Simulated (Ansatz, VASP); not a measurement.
# Two plane-wave programs on La

```
CELL_PARAMETERS angstrom
3.45137 0.00000 0.00000
-1.72568 2.98897 0.00000
0.00000 0.00000 5.59121
ATOMIC_POSITIONS crystal
La 0.33333 0.66667 0.25000
La 0.66667 0.33333 0.75000
```

Alike in both runs: task relaxation of cell and atoms; functional PBE; k mesh 12 × 12 × 7; occupations fermi-dirac, width 0.05 eV; no spin polarisation.

```csv
,VASP,Ansatz
version,VASP 6.6.1,Ansatz 0.2.0
potentials or method,"VASP PAW PBE potentials, release 64 (La)","PAW with Ansatz's earlier generated frozen-core files (soft_1), scalar-relativistic"
plane-wave cutoff (eV),600,420
valence electrons in the cell,22,22
```

Ansatz gave:

- relaxed volume (Å³/atom): 37.66
- relaxed cell length with the largest relative difference (Å): 6.076

Q: Estimate VASP's values.

A: Relaxed volume (Å³/atom): 37.76; relaxed cell length with the largest relative difference (Å): 6.085.

Spin-orbit coupling is off throughout. Noted on VASP's run: the volume moved by over 15 % at a fixed basis, so the end points are rough.
